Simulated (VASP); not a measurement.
# Ge (Cmmm) in VASP: relaxation of cell and atoms with r2SCAN

Aim: the relaxation of cell and atoms of Ge with r2SCAN.

Program: VASP 6.6.1. These are calculated values, not measurements. Logs are shortened: lines on timing, memory, paths and dates and some standing lists are left out, and cuts for length are marked.

## (1) The cell of the first run

The structure is orthorhombic, space group Cmmm (No. 65). The conventional cell has a = 2.794 Å, b = 5.201 Å, c = 2.698 Å, α = 90.00°, β = 90.00°, γ = 90.00°. Within 3.6 Å of Ge (site symmetry mmm) lie 8 Ge at 2.70 to 2.95 Å.

## (2) Relaxation of cell and atoms, r2SCAN

POSCAR reads:

```
Ge
1.0
    1.3971490000     -2.6005160000      0.0000000000
    1.3971490000      2.6005160000      0.0000000000
    0.0000000000      0.0000000000      2.6982310000
Ge
1
Direct
    0.5000000000      0.5000000000      0.0000000000
```

INCAR.step1 reads:

```
PREC = Accurate
ENCUT = 600
ISMEAR = 0
SIGMA = 0.1
LREAL = False
LASPH = True
NELM = 100
GGA = PE
ALGO = Normal
EDIFF = 1E-4
LWAVE = True
LCHARG = False
```

INCAR.step2 reads:

```
PREC = Accurate
ENCUT = 600
EDIFF = 1E-6
ISMEAR = 0
SIGMA = 0.1
LREAL = False
LASPH = True
NELM = 100
ALGO = Normal
ISIF = 3
LWAVE = False
LCHARG = False
METAGGA = R2SCAN
LMIXTAU = True
IBRION = 2
NSW = 100
EDIFFG = -0.005
ISTART = 1
```

KPOINTS reads:

```
regular mesh
0
Gamma
  16 16 16
```

Potentials or basis: VASP PAW PBE potentials, release 64 (Ge_d).

Launch:

```console
cat potpaw_PBE.64/Ge_d/POTCAR > POTCAR
cp INCAR.step1 INCAR
mpirun -np 1 vasp_std > vasp.out
cp INCAR.step2 INCAR
mpirun -np 1 vasp_std > vasp.out
```

OUTCAR:

```text
PREC = Accurate
   ENCUT = 600
   EDIFF = 1E-6
   ISMEAR = 0
   LREAL = False
   LASPH = True
   NELM = 100
   ISIF = 3
   METAGGA = R2SCAN
   IBRION = 2
   NSW = 100
   EDIFFG = -0.005
   ISTART = 1

 ion  position               nearest neighbor table
   1  0.500  0.500  0.000-

  LATTYP: Found a base centered orthorhombic cell.
 ALAT       =     2.7942980000
 B/A-ratio  =     1.8613018368
 C/A-ratio  =     0.9656203454

  Lattice vectors:

 A1 = (   1.3971490000,  -2.6005160000,   0.0000000000)
 A2 = (   1.3971490000,   2.6005160000,   0.0000000000)
 A3 = (   0.0000000000,   0.0000000000,   2.6982310000)

Analysis of symmetry for initial positions (statically):
=====================================================================
 Subroutine PRICEL returns:
 Original cell was already a primitive cell.

 Routine SETGRP: Setting up the symmetry group for a
 base centered orthorhombic supercell.

 Subroutine GETGRP returns: Found  8 space group operations
 (whereof  8 operations were pure point group operations)
 out of a pool of  8 trial point group operations.

The static configuration has the point symmetry D_2h.

Analysis of symmetry for dynamics (positions and initial velocities):
=====================================================================
 Subroutine PRICEL returns:
 Original cell was already a primitive cell.

 Routine SETGRP: Setting up the symmetry group for a
 base centered orthorhombic supercell.

 Subroutine GETGRP returns: Found  8 space group operations
 (whereof  8 operations were pure point group operations)
 out of a pool of  8 trial point group operations.

The dynamic configuration has the point symmetry D_2h.

 Subroutine INISYM returns: Found  8 space group operations
 (whereof  8 operations are pure point group operations),
 and found     1 'primitive' translations

----------------------------------------------------------------------------------------

                                     Primitive cell

  volume of cell :      19.6070

  direct lattice vectors                    reciprocal lattice vectors
     1.397149000 -2.600516000  0.000000000     0.357871637 -0.192269534  0.000000000
     1.397149000  2.600516000  0.000000000     0.357871637  0.192269534  0.000000000
     0.000000000  0.000000000  2.698231000     0.000000000  0.000000000  0.370613191

  length of vectors
     2.952068562  2.952068562  2.698231000     0.406250763  0.406250763  0.370613191

  position of ions in fractional coordinates (direct lattice)
     0.500000000  0.500000000  0.000000000

  ion indices of the primitive-cell ions
   primitive index   ion index
                 1           1

----------------------------------------------------------------------------------------

 KPOINTS: regular mesh

Automatic generation of k-mesh.
 Grid dimensions read from file:
 generate k-points for:   16   16   16

 Generating k-lattice:

  Cartesian coordinates                     Fractional coordinates (reciprocal lattice)
     0.022366977 -0.012016846  0.000000000     0.062500000  0.000000000  0.000000000
     0.022366977  0.012016846  0.000000000     0.000000000  0.062500000  0.000000000
     0.000000000  0.000000000  0.023163324     0.000000000  0.000000000  0.062500000

  Length of vectors
     0.025390673  0.025390673  0.023163324

  Shift w.r.t. Gamma in fractional coordinates (k-lattice)
     0.000000000  0.000000000  0.000000000

 Subroutine IBZKPT returns following result:
 ===========================================

 Found    657 irreducible k-points:

 Following reciprocal coordinates:
            Coordinates               Weight
  0.000000  0.000000  0.000000      1.000000
  0.062500  0.000000  0.000000      4.000000
  0.125000  0.000000  0.000000      4.000000
  0.187500  0.000000  0.000000      4.000000
  0.250000  0.000000  0.000000      4.000000
  0.312500 -0.000000  0.000000      4.000000
[... 16 lines left out ...]
 -0.125000  0.062500  0.000000      4.000000
 -0.062500  0.062500  0.000000      2.000000
 [... further k-points ...]
   k-points           NKPTS =    657   k-points in BZ     NKDIM =    657   number of bands    NBANDS=     11
   number of dos      NEDOS =    301   number of ions     NIONS =      1
   total plane-waves  NPLWV =  13824
   dimension x,y,z NGX =    24 NGY =   24 NGZ =   24
   dimension x,y,z NGXF=    48 NGYF=   48 NGZF=   48
   ions per type =               1
   NGX,Y,Z   is equivalent  to a cutoff of  13.52, 13.52, 14.79 a.u.
   NGXF,Y,Z  is equivalent  to a cutoff of  27.03, 27.03, 29.57 a.u.
 SYSTEM =  unknown system
   PREC   = accura    normal or accurate (medium, high low for compatibility)
   ISTART =      1    job   : 0-new  1-cont  2-samecut
   ICHARG =      0    charge: 1-file 2-atom 10-const
   ISPIN  =      1    spin polarized calculation?
   LNONCOLLINEAR =      F non collinear calculations
   LSORBIT =      F    spin-orbit coupling
   LASPH  =      T    aspherical Exc in radial PAW
   ENCUT  =  600.0 eV  44.10 Ry    6.64 a.u.   5.90  5.90  5.39*2*pi/ulx,y,z
   NELM   =    100;   NELMIN=  2; NELMDL=  0     # of ELM steps
   EDIFF  = 0.1E-05   stopping-criterion for ELM
   LREAL  =      F    real-space projection
   EDIFFG = -.5E-02   stopping-criterion for IOM
   NSW    =    100    number of steps for IOM
   IBRION =      2    ionic relax: 0-MD 1-quasi-New 2-CG
   NFREE  =      1    steps in history (QN), initial steepest desc. (CG)
   ISIF   =      3    stress and relaxation
   ISYM   =      2    0-nonsym 1-usesym 2-fastsym
   POTIM  = 0.5000    time-step for ionic-motion
   TEBEG  =    0.0;   TEEND  =   0.0 temperature during run
   PSTRESS=    0.0 pullay stress
   NELECT =      14.0000    total number of electrons
   NUPDOWN=      -1.0000    fix difference up-down
   EMIN   =  10.00;   EMAX   =-10.00  energy-range for DOS
   EFERMI =   0.00;   METHOD = LEGACY
   ISMEAR =     0;   SIGMA  =   0.10  broadening in eV -4-tet -1-fermi 0-gaus
   EFERMI_NEDOS =   21; number of points for ismear=-14 and -15
   IALGO  =     38    algorithm
   IMIX   =      4    mixing-type and parameters
     AMIX     =   0.40;   BMIX     =  1.00
     AMIX_MAG =   1.60;   BMIX_MAG =  1.00
  volume/ion in A,a.u.               =      19.61       132.31
  Fermi-wavevector in a.u.,A,eV,Ry     =   1.463234  2.765111 29.130796  2.141053
  Thomas-Fermi vector in A             =   2.579353
   LORBIT       =      0    0 simple, 1 ext, 2 COOP (PROOUT), +10 PAW based schemes
   METAGGA = R2SCAN    functional components
   LHFCALC =     F    Hartree Fock is set to
   AEXX    =    0.0000 exact exchange contribution
   IVDW    =     0    specifies the selected vdW correction
   LEPSILON=     F    determine dielectric tensor
   LRPA    =     F    only Hartree local field effects (RPA)
 conjugate gradient relaxation of ions
 non-spin polarized calculation
 Gauss-broadening in eV      SIGMA  =   0.10
  energy-cutoff  :      600.00
  volume of cell :       19.61
 maximum number of plane-waves:       674
   NGX = 11   NGY = 11   NGZ = 11

--------------------------------------- Ionic step        1  -------------------------------------------

 number of electron      14.0000008 magnetization

 Free energy of the ion-electron system (eV)
  ---------------------------------------------------
  ext. energy  EPLUGINS =         0.00000000
  ---------------------------------------------------
  free energy    TOTEN  =       -13.47845247 eV

  energy without entropy =      -13.47656417  energy(sigma->0) =      -13.47750832

------------------------ aborting loop because EDIFF is reached ----------------------------------------

  FORCE on cell =-STRESS in cart. coord.  units (eV):
  Direction    XX          YY          ZZ          XY          YZ          ZX
  --------------------------------------------------------------------------------------
  -------------------------------------------------------------------------------------
  Total       -0.3125619     -0.3968239     -0.4902808      0.0000000      0.0000000      0.0000000
  in kB      -25.5408474    -32.4262709    -40.0630546      0.0000000      0.0000000      0.0000000
  external PRESSURE =     -32.6767243 kB  Pullay stress =       0.0000000 kB

 VOLUME and BASIS-vectors are now :
 -----------------------------------------------------------------------------
  energy-cutoff  :      600.00
  volume of cell :       19.61
      direct lattice vectors                 reciprocal lattice vectors
     1.397149000 -2.600516000  0.000000000     0.357871637 -0.192269534  0.000000000
     1.397149000  2.600516000  0.000000000     0.357871637  0.192269534  0.000000000
     0.000000000  0.000000000  2.698231000     0.000000000  0.000000000  0.370613191
[... 211 lines left out ...]
 POSITION                                       TOTAL-FORCE (eV/Angst)
 -----------------------------------------------------------------------------------
      1.38622      0.00000      0.00000         0.000000     -0.000000      0.000000
 -----------------------------------------------------------------------------------
    total drift:                               -0.000000     -0.000000     -0.000000

  FREE ENERGIE OF THE ION-ELECTRON SYSTEM (eV)
  ---------------------------------------------------
  free  energy   TOTEN  =       -13.4890912467 eV

  energy  without entropy=      -13.4875588579  energy(sigma->0) =      -13.48832505

--------------------------------------- Ionic step        8  -------------------------------------------

 number of electron      13.9999995 magnetization

 Free energy of the ion-electron system (eV)
  ---------------------------------------------------
  ext. energy  EPLUGINS =         0.00000000
  ---------------------------------------------------
  free energy    TOTEN  =       -13.48909317 eV

  energy without entropy =      -13.48753797  energy(sigma->0) =      -13.48831557

 E-fermi :   6.6623     XC(G=0): -12.3518

 val. band max:        6.6568911930   @ k =   0.5000   0.3125   0.3750
 cond. band min:       6.6719105995   @ k =  -0.1875   0.1250   0.2500
 fundamental gap:      0.0150194065
 Fermi energy:         6.6623475078

 k-point     1 :       0.0000    0.0000    0.0000
  band No.  band energies     occupation
      1     -18.9155      2.00000
      2     -18.8268      2.00000
      3     -18.7765      2.00000
      4     -18.6442      2.00000
      5     -18.6278      2.00000
      6      -7.2879      2.00000
      7      14.0460      0.00000
      8      14.5825      0.00000
      9      15.9249      0.00000
     10      17.4913      0.00000
     11      20.3935      0.00000

 k-point     2 :       0.0625    0.0000    0.0000
  band No.  band energies     occupation
      1     -18.9123      2.00000
      2     -18.8221      2.00000
      3     -18.7770      2.00000
      4     -18.6450      2.00000
      5     -18.6299      2.00000
      6      -7.1852      2.00000
      7      14.0933      0.00000
      8      14.1475      0.00000
      9      14.9449      0.00000
     10      17.8921      0.00000
     11      20.3072      0.00000
[... 295 lines left out ...]
 k-point    24 :      -0.0625    0.0625    0.0000
  band No.  band energies     occupation
      1     -18.9134      2.00000
      2     -18.8271      2.00000
      3     -18.7724      2.00000
      4     -18.6461      2.00000
      5     -18.6281      2.00000
      6      -7.1949      2.00000
      7      13.4264      0.00000
      8      14.1362      0.00000
      9      15.6424      0.00000
     10      17.8662      0.00000
     11      20.2767      0.00000

 [... further k-points ...]

------------------------ aborting loop because EDIFF is reached ----------------------------------------

  FORCE on cell =-STRESS in cart. coord.  units (eV):
  Direction    XX          YY          ZZ          XY          YZ          ZX
  --------------------------------------------------------------------------------------
  -------------------------------------------------------------------------------------
  Total       -0.0018173     -0.0031265      0.0016285      0.0000000      0.0000000      0.0000000
  in kB       -0.1558437     -0.2681063      0.1396460      0.0000000      0.0000000      0.0000000
  external PRESSURE =      -0.0947680 kB  Pullay stress =       0.0000000 kB

 VOLUME and BASIS-vectors are now :
 -----------------------------------------------------------------------------
  energy-cutoff  :      600.00
  volume of cell :       18.68
      direct lattice vectors                 reciprocal lattice vectors
     1.386067093 -2.547710657  0.000000000     0.360732899 -0.196254625  0.000000000
     1.386067093  2.547710657  0.000000000     0.360732899  0.196254625  0.000000000
     0.000000000  0.000000000  2.645410778     0.000000000  0.000000000  0.378013127

 POSITION                                       TOTAL-FORCE (eV/Angst)
 -----------------------------------------------------------------------------------
      1.38607      0.00000      0.00000         0.000000      0.000000      0.000000
 -----------------------------------------------------------------------------------
    total drift:                               -0.000000     -0.000000     -0.000000

  FREE ENERGIE OF THE ION-ELECTRON SYSTEM (eV)
  ---------------------------------------------------
  free  energy   TOTEN  =       -13.4890931737 eV

  energy  without entropy=      -13.4875379733  energy(sigma->0) =      -13.48831557

 reached required accuracy - stopping structural energy minimisation
```

Wall time 62 min (1 thread of Oxide Virtual Turin-like, shared host); peak memory 0.27 GiB.

Results:

* Free energy: -13.4891 eV
* Relaxed volume: 18.68 Å³/atom
* Relaxed cell: a = 2.900 Å, b = 2.900 Å, c = 2.645 Å, α = 90.00°, β = 90.00°, γ = 122.90°
* Space group after relaxing (to 0.1 Å): Cmmm (No. 65)
* Energy gained by relaxing: 10.6 meV/atom
* Ionic steps: 8
* Pressure after relaxing: 0.0 GPa
* Band gap on the k mesh: zero (bands 7 and 8 overlap by 10.54 eV)

Step by step:
```
step  energy change (eV)  largest force (eV/Å)  pressure (GPa)  volume (Å³)
   1              0.0000                0.0000           -3.27        19.61
   2             -0.0099                0.0000            0.83        18.49
   3             -0.0104                0.0000            0.10        18.68
   4             -0.0104                0.0000           -0.18        18.69
   5             -0.0106                0.0000            0.01        18.69
   6             -0.0106                0.0000            0.01        18.68
   7             -0.0106                0.0000            0.00        18.68
   8             -0.0106                0.0000           -0.01        18.68
```

Final structure:
```
Ge
1.0
     1.38607   -2.54771    0.00000
     1.38607    2.54771    0.00000
     0.00000    0.00000    2.64541
Ge
1
Cartesian
  1.3861 0.0000 0.0000
```

Levels at points of the mesh, in eV from the Fermi level:
| k point | band 3 | band 4 | band 5 | band 6 | band 7 | band 8 | band 9 | band 10 | band 11 |
| --- | --- | --- | --- | --- | --- | --- | --- | --- | --- |
| (0.00, 0.00, 0.00) | -25.44 | -25.31 | -25.29 | -13.95 | 7.38 | 7.92 | 9.26 | 10.83 | 13.73 |
| (0.50, 0.00, 0.00) | -25.36 | -25.32 | -25.32 | -8.36 | -5.93 | 3.74 | 8.06 | 11.71 | 18.03 |
| (0.50, 0.50, 0.00) | -25.36 | -25.33 | -25.30 | -9.15 | -6.12 | 5.36 | 9.52 | 11.08 | 17.50 |
| (0.00, 0.00, 0.50) | -25.39 | -25.37 | -25.33 | -9.70 | -6.28 | 11.26 | 12.62 | 17.38 | 17.67 |
| (0.50, 0.00, 0.50) | -25.41 | -25.32 | -25.21 | -3.53 | -2.61 | -2.00 | 3.96 | 7.03 | 12.64 |
| (0.50, 0.50, 0.50) | -25.39 | -25.32 | -25.23 | -4.43 | -2.76 | -2.58 | 3.64 | 8.67 | 14.28 |

Caveat: the PAW data sets were made with another functional, which shifts forces and pressure a little.
